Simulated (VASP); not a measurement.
Sn5Ge: relaxation of cell and atoms with PBE

The system is Sn5Ge.

```
Sn Ge
1.0
     3.45391    0.00000    0.00000
    -1.72696    2.99118    0.00000
     0.00000    0.00000   15.77257
Sn Ge
5 1
Direct
  0.66667 0.33333 0.64771
  0.33333 0.66667 0.35229
  0.66667 0.33333 0.16810
  0.00000 0.00000 0.00000
  0.33333 0.66667 0.83190
  0.00000 0.00000 0.50000
```

```yaml
Program: VASP 6.6.1
Task: relaxation of cell and atoms
Functional: PBE
Potentials_or_basis: VASP PAW PBE potentials, release 64 (Sn_d, Ge_d)
Cutoff: 500 eV
k_mesh: 12 × 12 × 4
Occupations: gaussian, width 0.1 eV
Spin: no spin polarisation
Dipole_correction: no
Further_INCAR_settings: ALGO = Normal; EDIFF = 1e-07; IBRION = 2; EDIFFG = -0.01; NSW = 100; ISIF = 3
```

```
Relaxed volume                        : 26.73 Å³/atom
Relaxed cell                          : a = 3.416 Å, b = 3.416 Å, c = 15.870 Å, α = 90.00°, β = 90.00°, γ = 120.00°
Space group after relaxing (to 0.1 Å) : P-3m1 (No. 164)
Energy gained by relaxing             : 2.0 meV/atom
Ionic steps                           : 9
Pressure after relaxing               : 0.0 GPa
Largest force after relaxing          : 0.005 eV/Å
Band gap on the k mesh                : zero (bands 42 and 43 overlap by 5.97 eV)
```

Forces on the atoms (eV/Å):
```
Sn   0.000  0.000 -0.005
Sn   0.000  0.000  0.005
Sn   0.000  0.000 -0.003
Sn   0.000  0.000  0.000
Sn   0.000  0.000  0.003
Ge   0.000  0.000  0.000
```

Stress tensor (GPa, compression positive):
```
-0.04  0.00  0.00
 0.00 -0.04  0.00
 0.00  0.00  0.04
```

The path:
```
step  energy change (eV)  largest force (eV/Å)  pressure (GPa)  volume (Å³)
   1              0.0000                0.0545           -0.55       162.95
   2             -0.0072                0.0597            0.07       160.75
   3             -0.0076                0.0613            0.22       160.20
   4             -0.0102                0.0423            0.09       160.46
   5             -0.0109                0.0301           -0.01       160.67
   6             -0.0109                0.0310           -0.01       160.66
   7             -0.0111                0.0269            0.00       160.64
   8             -0.0117                0.0166            0.00       160.56
   9             -0.0119                0.0045           -0.01       160.40
```

Final structure:
```
Sn Ge
1.0
     3.41621    0.00000    0.00000
    -1.70810    2.95852    0.00000
     0.00000    0.00000   15.87025
Sn Ge
5 1
Direct
  0.66667 0.33333 0.64946
  0.33333 0.66667 0.35054
  0.66667 0.33333 0.16998
  0.00000 0.00000 0.00000
  0.33333 0.66667 0.83002
  0.00000 0.00000 0.50000
```

Levels at points of the mesh, in eV from the Fermi level:
| k point | band 40 | band 41 | band 42 | band 43 | band 44 | band 45 |
| --- | --- | --- | --- | --- | --- | --- |
| (0.00, 0.00, 0.00) | 4.04 | 4.04 | 4.18 | 4.59 | 5.60 | 5.60 |
| (0.50, 0.00, 0.00) | -3.32 | -1.68 | -1.49 | 0.16 | 0.22 | 1.26 |
| (0.00, 0.00, 0.50) | 1.76 | 4.04 | 4.04 | 5.55 | 5.55 | 6.06 |
| (0.50, 0.00, 0.50) | -2.76 | -2.28 | -2.10 | 1.04 | 1.14 | 1.28 |

Run time: 34 min on 1 thread of Intel(R) Xeon(R) 6975P-C (Granite Rapids), with other jobs on the host, peak memory 0.59 GiB.

Caveat: spin-orbit coupling is left out, which moves the levels of the heavy elements.
